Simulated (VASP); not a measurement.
# HfZrS3 (P4/mmm) in VASP: relaxation of cell and atoms with PBE

Aim: the relaxation of cell and atoms of HfZrS3 with PBE.

Everything below comes from runs of VASP 6.6.1. Logs are shortened: lines on timing, memory, paths and dates and some standing lists are left out, and cuts for length are marked.

### Step 1. The cell of the first run

Symmetry: P4/mmm, No. 123, tetragonal system. The conventional cell has a = 5.105 Å, b = 5.105 Å, c = 4.918 Å, α = 90.00°, β = 90.00°, γ = 90.00°. Within 3.2 Å of Zr (site symmetry 4/mmm) lie 6 S at 2.46 to 2.55 Å. Hf (site symmetry 4/mmm) has 4 S at 2.55 Å within 3.4 Å. S (site symmetry mmm) has 2 Zr at 2.55 Å and 2 Hf at 2.55 Å within 3.4 Å. S (site symmetry 4/mmm) has 2 Zr at 2.46 Å within 3.2 Å.

The cell was generated, and may not be a known phase.

### Step 2. Relaxation of cell and atoms, PBE

Contents of INCAR:

```
SYSTEM = HfZrS3
PREC     = Accurate       ! precision mode
ENCUT    = 600            ! plane-wave cutoff, eV
EDIFF    = 1E-6           ! SCF threshold, eV
ISMEAR   = 0              ! smearing method
SIGMA    = 0.1            ! smearing width, eV
LREAL    = .FALSE.        ! projectors in reciprocal space
LASPH    = .TRUE.         ! aspherical terms in the spheres
NELM     = 60             ! most SCF steps
ALGO     = Fast           ! electronic algorithm
ISIF     = 3              ! what is computed and relaxed
LWAVE    = .FALSE.        ! write WAVECAR
LCHARG   = .FALSE.        ! write CHGCAR
GGA      = PE             ! functional
IBRION   = 2              ! ionic algorithm
NSW      = 100            ! ionic steps
EDIFFG   = -0.01          ! ionic threshold
```

Contents of KPOINTS:

```
Automatic mesh
0
G
  8 8 8
  0 0 0
```

Contents of POSCAR:

```
HfZrS3
1.0
    5.1046179585      0.0000000000      0.0000000000
    0.0000000000      5.1046179585      0.0000000000
    0.0000000000      0.0000000000      4.9182921820
Zr Hf S
1 1 3
Direct
    0.0000000000      0.0000000000      0.5000000000
    0.5000000000      0.5000000000      0.5000000000
    0.0000000000      0.5000000000      0.5000000000
    0.5000000000      0.0000000000      0.5000000000
    0.0000000000      0.0000000000      0.0000000000
```

Potentials or basis: VASP PAW PBE potentials, release 64 (Zr_sv, Hf_pv, S).

Run with:

```
$ cat potpaw_PBE.64/Zr_sv/POTCAR potpaw_PBE.64/Hf_pv/POTCAR potpaw_PBE.64/S/POTCAR > POTCAR
$ mpirun -np 1 vasp_std > vasp.out
```

OUTCAR:

```text
SYSTEM = HfZrS3
   PREC = Accurate
   ENCUT = 600
   EDIFF = 1E-6
   ISMEAR = 0
   LREAL = .FALSE.
   LASPH = .TRUE.
   NELM = 60
   ISIF = 3
   GGA = PE
   IBRION = 2
   NSW = 100
   EDIFFG = -0.01

 ion  position               nearest neighbor table
   1  0.000  0.000  0.500-   5 2.46   5 2.46   3 2.55   4 2.55   3 2.55   4 2.55   2 3.61   2 3.61
                             2 3.61   2 3.61
   2  0.500  0.500  0.500-   3 2.55   4 2.55   4 2.55   3 2.55   1 3.61   1 3.61   1 3.61   1 3.61

   3  0.000  0.500  0.500-   1 2.55   2 2.55   1 2.55   2 2.55
   4  0.500  0.000  0.500-   1 2.55   2 2.55   2 2.55   1 2.55
   5  0.000  0.000  0.000-   1 2.46   1 2.46

  LATTYP: Found a simple tetragonal cell.
 ALAT       =     5.1046179585
 C/A-ratio  =     0.9634985854

  Lattice vectors:

 A1 = (   5.1046179585,   0.0000000000,   0.0000000000)
 A2 = (   0.0000000000,   5.1046179585,   0.0000000000)
 A3 = (   0.0000000000,   0.0000000000,   4.9182921820)

Analysis of symmetry for initial positions (statically):
=====================================================================
 Subroutine PRICEL returns:
 Original cell was already a primitive cell.

 Routine SETGRP: Setting up the symmetry group for a
 simple tetragonal supercell.

 Subroutine GETGRP returns: Found 16 space group operations
 (whereof 16 operations were pure point group operations)
 out of a pool of 16 trial point group operations.

The static configuration has the point symmetry D_4h.

Analysis of symmetry for dynamics (positions and initial velocities):
=====================================================================
 Subroutine PRICEL returns:
 Original cell was already a primitive cell.

 Routine SETGRP: Setting up the symmetry group for a
 simple tetragonal supercell.

 Subroutine GETGRP returns: Found 16 space group operations
 (whereof 16 operations were pure point group operations)
 out of a pool of 16 trial point group operations.

The dynamic configuration has the point symmetry D_4h.

 Subroutine INISYM returns: Found 16 space group operations
 (whereof 16 operations are pure point group operations),
 and found     1 'primitive' translations

----------------------------------------------------------------------------------------

                                     Primitive cell

[... 98 lines left out ...]
   EDIFFG = -.1E-01   stopping-criterion for IOM
   NSW    =    100    number of steps for IOM
   IBRION =      2    ionic relax: 0-MD 1-quasi-New 2-CG
   NFREE  =      1    steps in history (QN), initial steepest desc. (CG)
   ISIF   =      3    stress and relaxation
   ISYM   =      2    0-nonsym 1-usesym 2-fastsym
   POTIM  = 0.5000    time-step for ionic-motion
   TEBEG  =    0.0;   TEEND  =   0.0 temperature during run
   PSTRESS=    0.0 pullay stress
   NELECT =      40.0000    total number of electrons
   NUPDOWN=      -1.0000    fix difference up-down
   EMIN   =  10.00;   EMAX   =-10.00  energy-range for DOS
   EFERMI =   0.00;   METHOD = LEGACY
   ISMEAR =     0;   SIGMA  =   0.10  broadening in eV -4-tet -1-fermi 0-gaus
   EFERMI_NEDOS =   21; number of points for ismear=-14 and -15
   IALGO  =     68    algorithm
   IMIX   =      4    mixing-type and parameters
     AMIX     =   0.40;   BMIX     =  1.00
     AMIX_MAG =   1.60;   BMIX_MAG =  1.00
  volume/ion in A,a.u.               =      25.63       172.97
  Fermi-wavevector in a.u.,A,eV,Ry     =   1.110490  2.098521 16.778535  1.233187
  Thomas-Fermi vector in A             =   2.247042
   LORBIT       =      0    0 simple, 1 ext, 2 COOP (PROOUT), +10 PAW based schemes
   GGA     = PE    functional components
   LHFCALC =     F    Hartree Fock is set to
   AEXX    =    0.0000 exact exchange contribution
   IVDW    =     0    specifies the selected vdW correction
   LEPSILON=     F    determine dielectric tensor
   LRPA    =     F    only Hartree local field effects (RPA)
 conjugate gradient relaxation of ions
 non-spin polarized calculation
 RMM-DIIS sequential band-by-band and
 Gauss-broadening in eV      SIGMA  =   0.10
  energy-cutoff  :      600.00
  volume of cell :      128.16
 maximum number of plane-waves:      4348
 NGX is ok and might be reduce to    42
   NGX = 21   NGY = 21   NGZ = 19

--------------------------------------- Ionic step        1  -------------------------------------------

 number of electron      40.0000006 magnetization

 Free energy of the ion-electron system (eV)
  ---------------------------------------------------
  ext. energy  EPLUGINS =         0.00000000
  ---------------------------------------------------
  free energy    TOTEN  =       -35.47354024 eV

  energy without entropy =      -35.44803025  energy(sigma->0) =      -35.46078524

------------------------ aborting loop because EDIFF is reached ----------------------------------------

  FORCE on cell =-STRESS in cart. coord.  units (eV):
  Direction    XX          YY          ZZ          XY          YZ          ZX
  --------------------------------------------------------------------------------------
  -------------------------------------------------------------------------------------
  Total        0.0331935      0.0331935     -0.4635327      0.0000000     -0.0000000      0.0000000
  in kB        0.4149764      0.4149764     -5.7949558      0.0000000     -0.0000000      0.0000000
  external PRESSURE =      -1.6550010 kB  Pullay stress =       0.0000000 kB
[... 221 lines left out ...]
--------------------------------------- Ionic step        7  -------------------------------------------

 number of electron      40.0000007 magnetization

 Free energy of the ion-electron system (eV)
  ---------------------------------------------------
  ext. energy  EPLUGINS =         0.00000000
  ---------------------------------------------------
  free energy    TOTEN  =       -35.47445088 eV

  energy without entropy =      -35.44954406  energy(sigma->0) =      -35.46199747

 E-fermi :   4.5131     XC(G=0):  -9.1102

 val. band max:        4.5033978610   @ k =   0.5000   0.0000   0.1250
 cond. band min:       4.5143084505   @ k =   0.5000   0.0000   0.3750
 fundamental gap:      0.0109105896
 Fermi energy:         4.5131006544

 k-point     1 :       0.0000    0.0000    0.0000
  band No.  band energies     occupation
      1     -45.2268      2.00000
      2     -28.0224      2.00000
      3     -28.0224      2.00000
      4     -27.9995      2.00000
      5     -23.3805      2.00000
      6     -23.3805      2.00000
[... 637 lines left out ...]
     23       5.5042      0.00000
     24       5.5653      0.00000

 [... further k-points ...]
[... 5 lines left out ...]
  --------------------------------------------------------------------------------------
  -------------------------------------------------------------------------------------
  Total       -0.0325441     -0.0325441     -0.0230438      0.0000000      0.0000000      0.0000000
  in kB       -0.4077390     -0.4077390     -0.2887117      0.0000000      0.0000000      0.0000000
  external PRESSURE =      -0.3680633 kB  Pullay stress =       0.0000000 kB
[... 20 lines left out ...]
  FREE ENERGIE OF THE ION-ELECTRON SYSTEM (eV)
  ---------------------------------------------------
  free  energy   TOTEN  =       -35.4744508774 eV

  energy  without entropy=      -35.4495440636  energy(sigma->0) =      -35.46199747

 reached required accuracy - stopping structural energy minimisation
```

Run time: 32 min. Hardware: 1 thread of Oxide Virtual Turin-like, shared host; peak memory 0.46 GiB.

Results:

```
Free energy                           : -35.4745 eV
Relaxed volume                        : 25.58 Å³/atom
Relaxed cell                          : a = 5.109 Å, b = 5.109 Å, c = 4.900 Å, α = 90.00°, β = 90.00°, γ = 90.00°
Space group after relaxing (to 0.1 Å) : P4/mmm (No. 123)
Energy gained by relaxing             : 0.2 meV/atom
Ionic steps                           : 7
Pressure after relaxing               : 0.0 GPa
Band gap on the k mesh                : zero (bands 20 and 21 overlap by 1.70 eV)
```

The path:
```tsv
step	energy change (eV)	largest force (eV/Å)	pressure (GPa)	volume (Å³)
1	0.0000	0.0000	-0.17	128.16
2	-0.0009	0.0000	0.09	127.67
3	-0.0009	0.0000	0.05	127.74
4	-0.0009	0.0000	0.06	127.75
5	-0.0007	0.0000	-0.06	127.95
6	-0.0009	0.0000	0.04	127.76
7	-0.0009	0.0000	-0.04	127.88
```

Final structure:
```xyz
5
Lattice="5.1085 0.0000 0.0000 0.0000 5.1085 0.0000 0.0000 0.0000 4.9001" Properties=species:S:1:pos:R:3 pbc="T T T"
Zr    0.0000    5.1085    2.4501
Hf    2.5543    2.5543    2.4501
S     0.0000    2.5543    2.4501
S     2.5543    5.1085    2.4501
S     0.0000    5.1085    0.0000
```

Caveat: spin-orbit coupling is left out, which moves the levels of the heavy elements.
